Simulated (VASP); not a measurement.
Wanted: the native input for a VASP 6.6.1 run.

```
Task                   : single point
Functional             : PBE
Potentials or basis    : VASP PAW PBE potentials, release 64 (Mg, O)
Cutoff                 : 520 eV
k mesh                 : 9 × 9 × 8
Occupations            : gaussian, width 0.05 eV
Spin                   : no spin polarisation
Dipole correction      : no
Further INCAR settings : ALGO = Normal; EDIFF = 1e-07; NBANDS = 11
```

The structure of MgO lies in POSCAR:

```
MgO
1.0
    2.9820912170      0.0000000000      0.0000000000
   -1.4910456085      2.5825667503      0.0000000000
    0.0000000000      0.0000000000      2.6394848000
Mg O
1 1
Direct
    0.0000000000      0.0000000000      0.0000000000
    0.3333333333      0.6666666667      0.5000000000
```

This cell differs from its parent crystal: strain +0.015 along x and y, -0.015 along z.

One way to write it, as run:

INCAR

```
ALGO = Normal
EDIFF = 1E-7
ENCUT = 520
GGA = PE
ISIF = 2
ISMEAR = 0
LASPH = True
LCHARG = False
LREAL = False
LWAVE = False
NBANDS = 11
NELM = 80
PREC = Accurate
SIGMA = 0.05
```

KPOINTS

```
k-points
0
Gamma
  9 9 8
```

Potentials or basis: VASP PAW PBE potentials, release 64 (Mg, O).

Run with:

```console
$ cat potpaw_PBE.64/Mg/POTCAR potpaw_PBE.64/O/POTCAR > POTCAR
$ mpirun -np 1 vasp_std > vasp.out
```

It gave:

```yaml
Pressure: -1.9 GPa
Band_gap_on_the_k_mesh: 2.70 eV, indirect (least direct gap 3.05 eV)
```

Caveat: the cell differs from its parent crystal (strain +0.015 along x and y, -0.015 along z).

Run time: 9.9 s on 1 thread of AMD EPYC 7R13 Processor (Zen 3), with other jobs on the host, peak memory 0.11 GiB.
